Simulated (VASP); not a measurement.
# ZrFeS3 (Pm-3m) in VASP: single point with PBE

Aim: the single point of ZrFeS3 with PBE.

Everything below comes from runs of VASP 6.6.1. Logs are shortened: lines on timing, memory, paths and dates and some standing lists are left out, and cuts for length are marked.

## Step 1: The cell of the first run

The structure is cubic, space group Pm-3m (No. 221). Conventional cell: a = 4.420 Å, b = 4.420 Å, c = 4.420 Å, α = 90.00°, β = 90.00°, γ = 90.00°. Zr (site symmetry m-3m) has 12 S at 3.13 Å and 8 Fe at 3.83 Å within 4.1 Å. Fe (site symmetry m-3m) has 6 S at 2.21 Å within 2.9 Å. Within 2.9 Å of S (site symmetry 4/mmm) lie 2 Fe at 2.21 Å.

The cell was built from a structure type or drawn by symmetry, and may not be a known phase.

## Step 2: Single point, PBE, collinear spin, ferrimagnetic start

INCAR reads:

```
SYSTEM = ZrFeS3
ALGO     = Normal         ! electronic algorithm
EDIFF    = 1E-6           ! SCF threshold, eV
ENCUT    = 520            ! plane-wave cutoff, eV
GGA      = PE             ! functional
ISIF     = 2              ! what is computed and relaxed
ISMEAR   = 0              ! smearing method
ISPIN    = 2              ! spin polarisation
LASPH    = .TRUE.         ! aspherical terms in the spheres
LCHARG   = .TRUE.         ! write CHGCAR
LELF     = .TRUE.         ! ELF
LMAXMIX  = 4              ! l up to which the mixer works
LORBIT   = 11             ! projections on sites
LREAL    = .FALSE.        ! projectors in reciprocal space
LVHAR    = .TRUE.       
LWAVE    = .FALSE.        ! write WAVECAR
MAGMOM   = -0.34 1.67 0 0 0 ! initial moments
NBANDS   = 31             ! bands
NELM     = 150            ! most SCF steps
PREC     = Accurate       ! precision mode
SIGMA    = 0.1            ! smearing width, eV
```

KPOINTS reads:

```
k-points
0
G
  8 8 8
  0 0 0
```

POSCAR reads:

```
ZrFeS3
1.0
    4.4195868636      0.0000000000      0.0000000000
    0.0000000000      4.4195868636      0.0000000000
    0.0000000000      0.0000000000      4.4195868636
Zr Fe S
1 1 3
Direct
    0.0000000000      0.0000000000      0.0000000000
    0.5000000000      0.5000000000      0.5000000000
    0.0000000000      0.5000000000      0.5000000000
    0.5000000000      0.0000000000      0.5000000000
    0.5000000000      0.5000000000      0.0000000000
```

Potentials or basis: VASP PAW PBE potentials, release 64 (Zr_sv, Fe, S).

Run with:

```
cat potpaw_PBE.64/Zr_sv/POTCAR potpaw_PBE.64/Fe/POTCAR potpaw_PBE.64/S/POTCAR > POTCAR
mpirun -np 1 vasp_std > vasp.out
```

OUTCAR:

```text
SYSTEM = ZrFeS3
   EDIFF = 1E-6
   ENCUT = 520
   GGA = PE
   ISIF = 2
   ISMEAR = 0
   ISPIN = 2
   LASPH = .TRUE.
   LORBIT = 11
   LREAL = .FALSE.
   NELM = 150
   PREC = Accurate

 ion  position               nearest neighbor table
   1  0.000  0.000  0.000-   3 3.13   4 3.13   5 3.13   3 3.13   4 3.13   3 3.13   5 3.13   3 3.13
                             4 3.13   5 3.13   4 3.13   5 3.13
   2  0.500  0.500  0.500-   3 2.21   4 2.21   5 2.21   5 2.21   4 2.21   3 2.21
   3  0.000  0.500  0.500-   2 2.21   2 2.21   1 3.13   1 3.13   1 3.13   1 3.13
   4  0.500  0.000  0.500-   2 2.21   2 2.21   1 3.13   1 3.13   1 3.13   1 3.13
   5  0.500  0.500  0.000-   2 2.21   2 2.21   1 3.13   1 3.13   1 3.13   1 3.13

  LATTYP: Found a simple cubic cell.
 ALAT       =     4.4195868636

  Lattice vectors:

 A1 = (   4.4195868636,   0.0000000000,   0.0000000000)
 A2 = (   0.0000000000,   4.4195868636,   0.0000000000)
 A3 = (   0.0000000000,   0.0000000000,   4.4195868636)

Analysis of symmetry for initial positions (statically):
=====================================================================
 Subroutine PRICEL returns:
 Original cell was already a primitive cell.

 Routine SETGRP: Setting up the symmetry group for a
 simple cubic supercell.

 Subroutine GETGRP returns: Found 48 space group operations
 (whereof 48 operations were pure point group operations)
 out of a pool of 48 trial point group operations.

The static configuration has the point symmetry O_h .

Analysis of symmetry for dynamics (positions and initial velocities):
=====================================================================
 Subroutine PRICEL returns:
 Original cell was already a primitive cell.

 Routine SETGRP: Setting up the symmetry group for a
 simple cubic supercell.

 Subroutine GETGRP returns: Found 48 space group operations
 (whereof 48 operations were pure point group operations)
 out of a pool of 48 trial point group operations.

The dynamic configuration has the point symmetry O_h .

Analysis of structural, dynamic, and magnetic symmetry:
=====================================================================
 Subroutine PRICEL returns:
 Original cell was already a primitive cell.

 Routine SETGRP: Setting up the symmetry group for a
 simple cubic supercell.

 Subroutine GETGRP returns: Found 48 space group operations
 (whereof 48 operations were pure point group operations)
 out of a pool of 48 trial point group operations.

The overall configuration has the point symmetry O_h .

 Subroutine INISYM returns: Found 48 space group operations
 (whereof 48 operations are pure point group operations),
 and found     1 'primitive' translations

----------------------------------------------------------------------------------------

                                     Primitive cell

  volume of cell :      86.3267

  direct lattice vectors                    reciprocal lattice vectors
     4.419586864  0.000000000  0.000000000     0.226265493  0.000000000  0.000000000
     0.000000000  4.419586864  0.000000000     0.000000000  0.226265493  0.000000000
     0.000000000  0.000000000  4.419586864     0.000000000  0.000000000  0.226265493

  length of vectors
     4.419586864  4.419586864  4.419586864     0.226265493  0.226265493  0.226265493

  position of ions in fractional coordinates (direct lattice)
     0.000000000  0.000000000  0.000000000
     0.500000000  0.500000000  0.500000000
     0.000000000  0.500000000  0.500000000
     0.500000000  0.000000000  0.500000000
     0.500000000  0.500000000  0.000000000

  ion indices of the primitive-cell ions
   primitive index   ion index
                 1           1
                 2           2
                 3           3
                 4           4
                 5           5

----------------------------------------------------------------------------------------

 KPOINTS: k-points

Automatic generation of k-mesh.
 Grid dimensions read from file:
 generate k-points for:    8    8    8

 Generating k-lattice:

  Cartesian coordinates                     Fractional coordinates (reciprocal lattice)
     0.028283187  0.000000000  0.000000000     0.125000000  0.000000000  0.000000000
     0.000000000  0.028283187  0.000000000     0.000000000  0.125000000  0.000000000
     0.000000000  0.000000000  0.028283187     0.000000000  0.000000000  0.125000000

  Length of vectors
     0.028283187  0.028283187  0.028283187

  Shift w.r.t. Gamma in fractional coordinates (k-lattice)
     0.000000000  0.000000000  0.000000000

 Subroutine IBZKPT returns following result:
 ===========================================

 Found     35 irreducible k-points:

 Following reciprocal coordinates:
            Coordinates               Weight
  0.000000  0.000000  0.000000      1.000000
  0.125000  0.000000  0.000000      6.000000
  0.250000  0.000000  0.000000      6.000000
  0.375000  0.000000  0.000000      6.000000
  0.500000  0.000000  0.000000      3.000000
  0.125000  0.125000  0.000000     12.000000
[... 16 lines left out ...]
  0.375000  0.375000  0.125000     24.000000
  0.500000  0.375000  0.125000     24.000000
 [... further k-points ...]
   k-points           NKPTS =     35   k-points in BZ     NKDIM =     35   number of bands    NBANDS=     31
   number of dos      NEDOS =    301   number of ions     NIONS =      5
   total plane-waves  NPLWV =  46656
   dimension x,y,z NGX =    36 NGY =   36 NGZ =   36
   dimension x,y,z NGXF=    72 NGYF=   72 NGZF=   72
   ions per type =               1   1   3
   NGX,Y,Z   is equivalent  to a cutoff of  13.54, 13.54, 13.54 a.u.
   NGXF,Y,Z  is equivalent  to a cutoff of  27.08, 27.08, 27.08 a.u.
 SYSTEM =  ZrFeS3
   PREC   = accura    normal or accurate (medium, high low for compatibility)
   ISTART =      0    job   : 0-new  1-cont  2-samecut
   ICHARG =      2    charge: 1-file 2-atom 10-const
   ISPIN  =      2    spin polarized calculation?
   LNONCOLLINEAR =      F non collinear calculations
   LSORBIT =      F    spin-orbit coupling
   LASPH  =      T    aspherical Exc in radial PAW
   ENCUT  =  520.0 eV  38.22 Ry    6.18 a.u.   8.22  8.22  8.22*2*pi/ulx,y,z
   NELM   =    150;   NELMIN=  2; NELMDL= -5     # of ELM steps
   EDIFF  = 0.1E-05   stopping-criterion for ELM
   LREAL  =      F    real-space projection
[... 7 lines left out ...]
   TEBEG  =    0.0;   TEEND  =   0.0 temperature during run
   PSTRESS=    0.0 pullay stress
   NELECT =      38.0000    total number of electrons
   NUPDOWN=      -1.0000    fix difference up-down
   EMIN   =  10.00;   EMAX   =-10.00  energy-range for DOS
   EFERMI =   0.00;   METHOD = LEGACY
   ISMEAR =     0;   SIGMA  =   0.10  broadening in eV -4-tet -1-fermi 0-gaus
   EFERMI_NEDOS =   21; number of points for ismear=-14 and -15
   IALGO  =     38    algorithm
   IMIX   =      4    mixing-type and parameters
     AMIX     =   0.40;   BMIX     =  1.00
     AMIX_MAG =   1.60;   BMIX_MAG =  1.00
  volume/ion in A,a.u.               =      17.27       116.51
  Fermi-wavevector in a.u.,A,eV,Ry     =   1.245339  2.353350 21.100867  1.550870
  Thomas-Fermi vector in A             =   2.379566
   LORBIT       =     11    0 simple, 1 ext, 2 COOP (PROOUT), +10 PAW based schemes
   GGA     = PE    functional components
   LHFCALC =     F    Hartree Fock is set to
   AEXX    =    0.0000 exact exchange contribution
   IVDW    =     0    specifies the selected vdW correction
   LEPSILON=     F    determine dielectric tensor
   LRPA    =     F    only Hartree local field effects (RPA)
 spin polarized calculation
 Gauss-broadening in eV      SIGMA  =   0.10
  energy-cutoff  :      520.00
  volume of cell :       86.33
 maximum number of plane-waves:      2360
 NGX is ok and might be reduce to    36
   NGX = 17   NGY = 17   NGZ = 17

 number of electron      38.0000009 magnetization       1.8147847

 Free energy of the ion-electron system (eV)
  ---------------------------------------------------
  ext. energy  EPLUGINS =         0.00000000
  ---------------------------------------------------
  free energy    TOTEN  =       -30.29439429 eV

  energy without entropy =      -30.26819492  energy(sigma->0) =      -30.28129461

 E-fermi :   7.7902     XC(G=0): -10.9657

 val. band max:        7.7854962550   @ k =   0.5000   0.3750   0.0000
 cond. band min:       7.7913443647   @ k =   0.5000   0.2500   0.2500
 fundamental gap:      0.0058481097
 Fermi energy:         7.7901819186

 spin component 1

 k-point     1 :       0.0000    0.0000    0.0000
  band No.  band energies     occupation
      1     -42.9793      1.00000
      2     -20.8679      1.00000
      3     -20.8679      1.00000
      4     -20.8679      1.00000
      5      -7.5806      1.00000
      6      -4.8169      1.00000
[... 805 lines left out ...]
     30      14.9596      0.00000
     31      15.7939      0.00000

 [... further k-points ...]

 spin component 2

 k-point     1 :       0.0000    0.0000    0.0000
  band No.  band energies     occupation
      1     -43.1651      1.00000
      2     -21.0882      1.00000
      3     -21.0882      1.00000
      4     -21.0882      1.00000
      5      -7.4885      1.00000
      6      -4.6758      1.00000
[... 805 lines left out ...]
     30      15.0008      0.00000
     31      15.8299      0.00000

 [... further k-points ...]

------------------------ aborting loop because EDIFF is reached ----------------------------------------

  FORCE on cell =-STRESS in cart. coord.  units (eV):
  Direction    XX          YY          ZZ          XY          YZ          ZX
  --------------------------------------------------------------------------------------
  -------------------------------------------------------------------------------------
  Total        0.0527956      0.0527956      0.0527956      0.0000000      0.0000000     -0.0000000
  in kB        0.9798586      0.9798586      0.9798586      0.0000000      0.0000000     -0.0000000
  external PRESSURE =       0.9798586 kB  Pullay stress =       0.0000000 kB

 VOLUME and BASIS-vectors are now :
 -----------------------------------------------------------------------------
  energy-cutoff  :      520.00
  volume of cell :       86.33
      direct lattice vectors                 reciprocal lattice vectors
     4.419586864  0.000000000  0.000000000     0.226265493  0.000000000  0.000000000
     0.000000000  4.419586864  0.000000000     0.000000000  0.226265493  0.000000000
     0.000000000  0.000000000  4.419586864     0.000000000  0.000000000  0.226265493

 POSITION                                       TOTAL-FORCE (eV/Angst)
 -----------------------------------------------------------------------------------
      0.00000      0.00000      0.00000         0.000000      0.000000      0.000000
      2.20979      2.20979      2.20979         0.000000      0.000000      0.000000
      0.00000      2.20979      2.20979         0.000000      0.000000      0.000000
      2.20979      0.00000      2.20979         0.000000      0.000000      0.000000
      2.20979      2.20979      0.00000         0.000000      0.000000      0.000000
 -----------------------------------------------------------------------------------
    total drift:                                0.000000      0.000000      0.000000

  FREE ENERGIE OF THE ION-ELECTRON SYSTEM (eV)
  ---------------------------------------------------
  free  energy   TOTEN  =       -30.2943942906 eV

  energy  without entropy=      -30.2681949230  energy(sigma->0) =      -30.28129461

 total charge

# of ion       s       p       d       tot
------------------------------------------
    1        2.084   5.922   1.409   9.414
    2        0.433   0.633   6.478   7.544
    3        1.355   2.363   0.000   3.718
    4        1.355   2.363   0.000   3.718
    5        1.355   2.363   0.000   3.718
--------------------------------------------------
tot          6.583  13.644   7.887  28.114

 magnetization (x)

# of ion       s       p       d       tot
------------------------------------------
    1        0.000   0.000  -0.277  -0.277
    2        0.026   0.023   1.837   1.886
    3        0.007   0.048   0.000   0.055
    4        0.007   0.048   0.000   0.055
    5        0.007   0.048   0.000   0.055
--------------------------------------------------
tot          0.047   0.168   1.560   1.775
```

Run time: 5.8 min. Hardware: 1 thread of Intel Xeon Platinum 8488C (Sapphire Rapids), shared host; peak memory 0.34 GiB.

What came out:

```yaml
Free_energy: -30.2944 eV
Pressure: 0.1 GPa
Net_moment: 1.81 μB per cell
Site_moments: Zr -0.28; Fe +1.89; S +0.06 μB
Valence_electrons_inside_the_program's_atomic_spheres: Zr 9.41; Fe 7.54; S 3.72
```

Caveat: a cell with one magnetic atom can't hold antiferromagnetic order, which such compounds often take. With open d or f shells a metallic result of PBE can be an artefact of self-interaction; +U or a hybrid may open a gap.
